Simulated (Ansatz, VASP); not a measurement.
# Two plane-wave programs on Sc

```
Sc
1.0
     3.21868    0.00000    0.00000
     0.00000    3.21868    0.00000
     0.00000    0.00000   24.10381
Sc
5
Direct
  0.50000 0.50000 0.31822
  0.00000 0.00000 0.40549
  0.50000 0.50000 0.50000
  0.00000 0.00000 0.59451
  0.50000 0.50000 0.68178
```

Alike in both runs: functional PBEsol; k mesh 11 × 11 × 1; occupations gaussian, width 0.1 eV; no spin polarisation.

Ansatz relaxed the structure, and its values are those at the end. VASP's run is a single point on that final structure, the one shown.

|  | VASP | Ansatz |
| --- | --- | --- |
| version | VASP 6.6.1 | Ansatz 0.2.0 |
| potentials or method | VASP PAW PBE potentials, release 64 (Sc_sv), cutoff 520 eV | scalar-relativistic, plane waves, PAW |
| valence electrons in the cell | 55 | 55 |

```csv
,VASP,Ansatz,Ansatz less VASP
gap on the k mesh at the Fermi level (eV),none,none,-
rms of the force components (eV/Å),0.003,0.000,-0.0030
```

VASP's potentials were made for PBE, not for PBEsol. A gap of «none» marks a metal or a gap that the smearing closes.
